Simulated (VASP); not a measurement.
# Zr4ScO: single point with PBE

Zr4ScO:

```
CELL_PARAMETERS angstrom
2.99371 0.00000 0.00000
0.00000 2.99371 0.00000
0.00000 0.00000 13.01947
ATOMIC_POSITIONS crystal
Zr 0.50000 0.50000 0.19890
Zr 0.00000 0.00000 0.61404
Zr 0.00000 0.00000 0.38596
Zr 0.50000 0.50000 0.80110
Sc 0.00000 0.00000 0.00000
O 0.50000 0.50000 0.50000
```

The cell was generated, and may not be a known phase.

```
Program             : VASP 6.6.1
Task                : single point
Functional          : PBE
Potentials or basis : VASP PAW PBE potentials, release 64 (Zr_sv, Sc_sv, O)
Cutoff              : 600 eV
k mesh              : 6 × 6 × 2
Occupations         : gaussian, width 0.1 eV
Spin                : collinear spin
Starting moments    : [1.0, 1.0, 1.0, 1.0, 1.0, 0.0] μB
```

```yaml
Pressure: 0.0 GPa
Largest_force: 0.040 eV/Å
Net_moment: 0.00 μB per cell
Valence_electrons_inside_the_program's_atomic_spheres: Zr 9.88, 9.86 (each value once); Sc 9.45; O 4.91
```

Forces in eV/Å, atoms in the order of the input:
```
Zr   0.000  0.000  0.019
Zr   0.000  0.000  0.040
Zr   0.000  0.000 -0.040
Zr   0.000  0.000 -0.019
Sc   0.000  0.000  0.000
O    0.000  0.000  0.000
```

Levels at points of the mesh, in eV from the Fermi level:
Spin up:
```tsv
k point	band 28	band 29	band 30	band 31	band 32	band 33	band 34	band 35	band 36	band 37
(0.00, 0.00, 0.00)	-2.47	-2.00	-1.67	-0.94	-0.60	-0.56	-0.27	0.32	0.58	1.61
(0.50, 0.00, 0.00)	-1.88	-0.66	-0.41	-0.32	-0.13	-0.08	0.07	0.18	0.77	0.86
(0.50, 0.50, 0.00)	-1.31	-1.31	-1.16	-0.74	-0.74	0.42	0.62	0.62	0.72	2.26
(0.00, 0.00, 0.50)	-2.44	-1.99	-1.71	-0.76	-0.74	-0.60	-0.24	0.34	0.63	1.20
(0.50, 0.00, 0.50)	-1.44	-1.13	-0.65	-0.46	0.03	0.15	0.32	0.34	0.61	0.77
(0.50, 0.50, 0.50)	-1.53	-1.16	-1.16	-0.98	-0.98	0.63	0.90	0.90	0.90	1.95
```
Spin down:
```csv
k point,band 30,band 31,band 32,band 33,band 34,band 35
"(0.00, 0.00, 0.00)",-1.67,-0.94,-0.60,-0.56,-0.27,0.32
"(0.50, 0.00, 0.00)",-0.41,-0.32,-0.13,-0.08,0.07,0.18
"(0.50, 0.50, 0.00)",-1.16,-0.74,-0.74,0.42,0.62,0.62
"(0.00, 0.00, 0.50)",-1.71,-0.76,-0.74,-0.60,-0.24,0.34
"(0.50, 0.00, 0.50)",-0.65,-0.46,0.03,0.15,0.32,0.34
"(0.50, 0.50, 0.50)",-1.16,-0.98,-0.98,0.63,0.90,0.90
```

Run time: 3.2 min on 1 thread of AMD EPYC 9R45 96-Core Processor (Zen 5), on a shared host, peak memory 0.38 GiB.
